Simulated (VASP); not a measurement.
# Cu (Pm-3m) in VASP: single point with PBEsol

Aim: the single point of Cu with PBEsol.

All numbers are computed with VASP 6.6.1; they aren't measurements. Logs are shortened: lines on timing, memory, paths and dates and some standing lists are left out, and cuts for length are marked.

### Step 1. The cell of the first run

Symmetry: Pm-3m, No. 221, cubic system. The conventional cell has a = 4.008 Å, b = 4.008 Å, c = 4.008 Å, α = 90.00°, β = 90.00°, γ = 90.00°. Within 5.3 Å of Cu (site symmetry m-3m) lie 6 Cu at 4.01 Å.

### Step 2. Single point, PBEsol

INCAR

```
SYSTEM = Cu
ALGO     = Normal         ! electronic algorithm
EDIFF    = 1E-6           ! SCF threshold, eV
ENCUT    = 600            ! plane-wave cutoff, eV
GGA      = PS             ! functional
GGA_COMPAT= .False.      
ISIF     = 2              ! what is computed and relaxed
ISMEAR   = 1              ! smearing method
LASPH    = .True.         ! aspherical terms in the spheres
LCHARG   = .False.        ! write CHGCAR
LREAL    = .False.        ! projectors in reciprocal space
LWAVE    = .False.        ! write WAVECAR
NBANDS   = 12             ! bands
NELM     = 120            ! most SCF steps
PREC     = Accurate       ! precision mode
SIGMA    = 0.05           ! smearing width, eV
```

KPOINTS

```
k-points
0
Gamma
  6 6 6
  0 0 0
```

POSCAR

```
Cu
1.0
    4.0084280000      0.0000000000      0.0000000000
    0.0000000000      4.0084280000      0.0000000000
    0.0000000000      0.0000000000      4.0084280000
Cu
1
Direct
    0.0000000000      0.0000000000      0.0000000000
```

Potentials or basis: VASP PAW PBE potentials, release 64 (Cu).

The run is started by

```console
$ cat potpaw_PBE.64/Cu/POTCAR > POTCAR
$ mpirun -np 1 vasp_std > vasp.out
```

OUTCAR:

```text
SYSTEM = Cu
   EDIFF = 1E-6
   ENCUT = 600
   GGA = PS
   ISIF = 2
   ISMEAR = 1
   LASPH = .True.
   LREAL = .False.
   NELM = 120
   PREC = Accurate

 ion  position               nearest neighbor table
   1  0.000  0.000  0.000-

  LATTYP: Found a simple cubic cell.
 ALAT       =     4.0084280000

  Lattice vectors:

 A1 = (   4.0084280000,   0.0000000000,   0.0000000000)
 A2 = (   0.0000000000,   4.0084280000,   0.0000000000)
 A3 = (   0.0000000000,   0.0000000000,   4.0084280000)

Analysis of symmetry for initial positions (statically):
=====================================================================
 Subroutine PRICEL returns:
 Original cell was already a primitive cell.

 Routine SETGRP: Setting up the symmetry group for a
 simple cubic supercell.

 Subroutine GETGRP returns: Found 48 space group operations
 (whereof 48 operations were pure point group operations)
 out of a pool of 48 trial point group operations.

The static configuration has the point symmetry O_h .

Analysis of symmetry for dynamics (positions and initial velocities):
=====================================================================
 Subroutine PRICEL returns:
 Original cell was already a primitive cell.

 Routine SETGRP: Setting up the symmetry group for a
 simple cubic supercell.

 Subroutine GETGRP returns: Found 48 space group operations
 (whereof 48 operations were pure point group operations)
 out of a pool of 48 trial point group operations.

The dynamic configuration has the point symmetry O_h .

 Subroutine INISYM returns: Found 48 space group operations
 (whereof 48 operations are pure point group operations),
 and found     1 'primitive' translations

----------------------------------------------------------------------------------------

                                     Primitive cell

  volume of cell :      64.4054

  direct lattice vectors                    reciprocal lattice vectors
     4.008428000  0.000000000  0.000000000     0.249474358  0.000000000  0.000000000
     0.000000000  4.008428000  0.000000000     0.000000000  0.249474358  0.000000000
     0.000000000  0.000000000  4.008428000     0.000000000  0.000000000  0.249474358

  length of vectors
     4.008428000  4.008428000  4.008428000     0.249474358  0.249474358  0.249474358

  position of ions in fractional coordinates (direct lattice)
     0.000000000  0.000000000  0.000000000

  ion indices of the primitive-cell ions
   primitive index   ion index
                 1           1

----------------------------------------------------------------------------------------

 KPOINTS: k-points

Automatic generation of k-mesh.
 Grid dimensions read from file:
 generate k-points for:    6    6    6

 Generating k-lattice:

  Cartesian coordinates                     Fractional coordinates (reciprocal lattice)
     0.041579060  0.000000000  0.000000000     0.166666667  0.000000000  0.000000000
     0.000000000  0.041579060  0.000000000     0.000000000  0.166666667  0.000000000
     0.000000000  0.000000000  0.041579060     0.000000000  0.000000000  0.166666667

  Length of vectors
     0.041579060  0.041579060  0.041579060

  Shift w.r.t. Gamma in fractional coordinates (k-lattice)
     0.000000000  0.000000000  0.000000000

 Subroutine IBZKPT returns following result:
 ===========================================

 Found     20 irreducible k-points:

 Following reciprocal coordinates:
            Coordinates               Weight
  0.000000  0.000000  0.000000      1.000000
  0.166667  0.000000  0.000000      6.000000
  0.333333  0.000000  0.000000      6.000000
  0.500000  0.000000  0.000000      3.000000
  0.166667  0.166667  0.000000     12.000000
  0.333333  0.166667  0.000000     24.000000
[... 12 lines left out ...]
  0.500000  0.500000  0.333333      6.000000
  0.500000  0.500000  0.500000      1.000000
   k-points           NKPTS =     20   k-points in BZ     NKDIM =     20   number of bands    NBANDS=     12
   number of dos      NEDOS =    301   number of ions     NIONS =      1
   total plane-waves  NPLWV =  32768
   dimension x,y,z NGX =    32 NGY =   32 NGZ =   32
   dimension x,y,z NGXF=    64 NGYF=   64 NGZF=   64
   ions per type =               1
   NGX,Y,Z   is equivalent  to a cutoff of  13.27, 13.27, 13.27 a.u.
   NGXF,Y,Z  is equivalent  to a cutoff of  26.54, 26.54, 26.54 a.u.
 SYSTEM =  Cu
   PREC   = accura    normal or accurate (medium, high low for compatibility)
   ISTART =      0    job   : 0-new  1-cont  2-samecut
   ICHARG =      2    charge: 1-file 2-atom 10-const
   ISPIN  =      1    spin polarized calculation?
   LNONCOLLINEAR =      F non collinear calculations
   LSORBIT =      F    spin-orbit coupling
   LASPH  =      T    aspherical Exc in radial PAW
   ENCUT  =  600.0 eV  44.10 Ry    6.64 a.u.   8.01  8.01  8.01*2*pi/ulx,y,z
   NELM   =    120;   NELMIN=  2; NELMDL= -5     # of ELM steps
   EDIFF  = 0.1E-05   stopping-criterion for ELM
   LREAL  =      F    real-space projection
   EDIFFG = 0.1E-04   stopping-criterion for IOM
   NSW    =      0    number of steps for IOM
   IBRION =     -1    ionic relax: 0-MD 1-quasi-New 2-CG
   NFREE  =      0    steps in history (QN), initial steepest desc. (CG)
   ISIF   =      2    stress and relaxation
   ISYM   =      2    0-nonsym 1-usesym 2-fastsym
   POTIM  = 0.5000    time-step for ionic-motion
   TEBEG  =    0.0;   TEEND  =   0.0 temperature during run
   PSTRESS=    0.0 pullay stress
   NELECT =      11.0000    total number of electrons
   NUPDOWN=      -1.0000    fix difference up-down
   EMIN   =  10.00;   EMAX   =-10.00  energy-range for DOS
   EFERMI =   0.00;   METHOD = LEGACY
   ISMEAR =     1;   SIGMA  =   0.05  broadening in eV -4-tet -1-fermi 0-gaus
   EFERMI_NEDOS =   21; number of points for ismear=-14 and -15
   IALGO  =     38    algorithm
   IMIX   =      4    mixing-type and parameters
     AMIX     =   0.40;   BMIX     =  1.00
     AMIX_MAG =   1.60;   BMIX_MAG =  1.00
  volume/ion in A,a.u.               =      64.41       434.63
  Fermi-wavevector in a.u.,A,eV,Ry     =   0.908305  1.716447 11.225048  0.825018
  Thomas-Fermi vector in A             =   2.032215
   LORBIT       =      0    0 simple, 1 ext, 2 COOP (PROOUT), +10 PAW based schemes
   GGA     = PS    functional components
   LHFCALC =     F    Hartree Fock is set to
   AEXX    =    0.0000 exact exchange contribution
   IVDW    =     0    specifies the selected vdW correction
   LEPSILON=     F    determine dielectric tensor
   LRPA    =     F    only Hartree local field effects (RPA)
 non-spin polarized calculation
 Methfessel and Paxton  Order N= 1 SIGMA  =   0.05
  energy-cutoff  :      600.00
  volume of cell :       64.41
 maximum number of plane-waves:      2176
   NGX = 17   NGY = 17   NGZ = 17

 number of electron      11.0000015 magnetization

 Free energy of the ion-electron system (eV)
  ---------------------------------------------------
  ext. energy  EPLUGINS =         0.00000000
  ---------------------------------------------------
  free energy    TOTEN  =        -0.86327102 eV

  energy without entropy =       -0.86392160  energy(sigma->0) =       -0.86348788

 E-fermi :  -2.4007     XC(G=0):  -5.5381

 val. band max:       -2.4999720837   @ k =   0.5000   0.1667   0.0000
 cond. band min:      -2.3610926702   @ k =   0.3333   0.3333   0.1667
 fundamental gap:      0.1388794135
 Fermi energy:        -2.4007115985

 k-point     1 :       0.0000    0.0000    0.0000
  band No.  band energies     occupation
      1      -4.3707      2.00000
      2      -3.3525      2.00000
      3      -3.3525      2.00000
      4      -3.1497      2.00000
      5      -3.1497      2.00000
      6      -3.1497      2.00000
      7       4.7459      0.00000
      8       4.7459      0.00000
      9       4.7459      0.00000
     10       5.9316      0.00000
     11       7.0756      0.00000
     12       7.0756      0.00000

 k-point     2 :       0.1667    0.0000    0.0000
  band No.  band energies     occupation
      1      -4.1443      2.00000
      2      -3.3477      2.00000
      3      -3.3176      2.00000
      4      -3.1639      2.00000
      5      -3.1639      2.00000
      6      -3.1485      2.00000
      7       2.6981      0.00000
      8       4.9670      0.00000
      9       4.9670      0.00000
     10       6.4834      0.00000
     11       7.3027      0.00000
     12       9.2161      0.00000

 k-point     3 :       0.3333    0.0000    0.0000
  band No.  band energies     occupation
      1      -3.6400      2.00000
      2      -3.3381      2.00000
      3      -3.1919      2.00000
      4      -3.1919      2.00000
      5      -3.1461      2.00000
      6      -3.1050      2.00000
      7       0.5101      0.00000
      8       5.5213      0.00000
      9       5.5213      0.00000
     10       7.2095      0.00000
     11       7.9784      0.00000
     12      10.0048      0.00000

 k-point     4 :       0.5000    0.0000    0.0000
  band No.  band energies     occupation
      1      -3.4789      2.00000
      2      -3.3333      2.00000
      3      -3.2057      2.00000
      4      -3.2057      2.00000
      5      -3.1449      2.00000
      6      -2.6286      2.00000
      7      -0.6244      0.00000
      8       5.9048      0.00000
      9       5.9048      0.00000
     10       8.3225      0.00000
     11       8.4788      0.00000
     12       8.7950      0.00000

 k-point     5 :       0.1667    0.1667    0.0000
  band No.  band energies     occupation
      1      -3.9176      2.00000
      2      -3.3249      2.00000
      3      -3.3036      2.00000
      4      -3.1785      2.00000
      5      -3.1636      2.00000
      6      -3.1613      2.00000
      7       2.8462      0.00000
      8       3.0270      0.00000
      9       5.1864      0.00000
     10       7.0550      0.00000
     11       8.8481      0.00000
     12       9.6718      0.00000
[... 168 lines left out ...]
      1      -3.2692      2.00000
      2      -3.2512      2.00000
      3      -3.2512      2.00000
      4      -3.1722      2.00000
      5      -3.1722      2.00000
      6      -1.7710     -0.00000
      7       2.2463      0.00000
      8       2.2609      0.00000
      9       2.2609      0.00000
     10       5.8733      0.00000
     11       6.7346      0.00000
     12       6.7346      0.00000

 k-point    18 :       0.5000    0.3333    0.3333
  band No.  band energies     occupation
      1      -3.2831      2.00000
      2      -3.2706      2.00000
      3      -3.2513      2.00000
      4      -3.1704      2.00000
      5      -3.1338      2.00000
      6      -1.2310      0.00000
      7       1.1813      0.00000
      8       2.7179      0.00000
      9       2.7933      0.00000
     10       5.0581      0.00000
     11       5.7917      0.00000
     12       7.1903      0.00000

 k-point    19 :       0.5000    0.5000    0.3333
  band No.  band energies     occupation
      1      -3.3004      2.00000
      2      -3.2705      2.00000
      3      -3.2705      2.00000
      4      -3.1528      2.00000
      5      -3.1030      2.00000
      6      -0.7036      0.00000
      7       1.6794      0.00000
      8       1.6794      0.00000
      9       3.2116      0.00000
     10       4.3765      0.00000
     11       6.2520      0.00000
     12       6.2520      0.00000

 k-point    20 :       0.5000    0.5000    0.5000
  band No.  band energies     occupation
      1      -3.2932      2.00000
      2      -3.2932      2.00000
      3      -3.2932      2.00000
      4      -3.1022      2.00000
      5      -3.1022      2.00000
      6      -0.1774      0.00000
      7       2.1311      0.00000
      8       2.1311      0.00000
      9       2.1311      0.00000
     10       5.3176      0.00000
     11       5.3176      0.00000
     12       5.3176      0.00000

------------------------ aborting loop because EDIFF is reached ----------------------------------------

  FORCE on cell =-STRESS in cart. coord.  units (eV):
  Direction    XX          YY          ZZ          XY          YZ          ZX
  --------------------------------------------------------------------------------------
  -------------------------------------------------------------------------------------
  Total       -1.3652820     -1.3652820     -1.3652820      0.0000000      0.0000000      0.0000000
  in kB      -33.9633641    -33.9633641    -33.9633641      0.0000000      0.0000000      0.0000000
  external PRESSURE =     -33.9633641 kB  Pullay stress =       0.0000000 kB

 VOLUME and BASIS-vectors are now :
 -----------------------------------------------------------------------------
  energy-cutoff  :      600.00
  volume of cell :       64.41
      direct lattice vectors                 reciprocal lattice vectors
     4.008428000  0.000000000  0.000000000     0.249474358  0.000000000  0.000000000
     0.000000000  4.008428000  0.000000000     0.000000000  0.249474358  0.000000000
     0.000000000  0.000000000  4.008428000     0.000000000  0.000000000  0.249474358

 POSITION                                       TOTAL-FORCE (eV/Angst)
 -----------------------------------------------------------------------------------
      0.00000      0.00000      0.00000         0.000000      0.000000      0.000000
 -----------------------------------------------------------------------------------
    total drift:                                0.000000      0.000000      0.000000

  FREE ENERGIE OF THE ION-ELECTRON SYSTEM (eV)
  ---------------------------------------------------
  free  energy   TOTEN  =        -0.8632710192 eV

  energy  without entropy=       -0.8639216049  energy(sigma->0) =       -0.86348788
```

It took 14 s on 1 thread of Intel Xeon 8259CL, shared host; peak memory 0.17 GiB.

Results:

- Free energy: -0.8633 eV
- Pressure: -3.4 GPa

Caveat: the PAW data sets were made with another functional, which shifts forces and pressure a little.
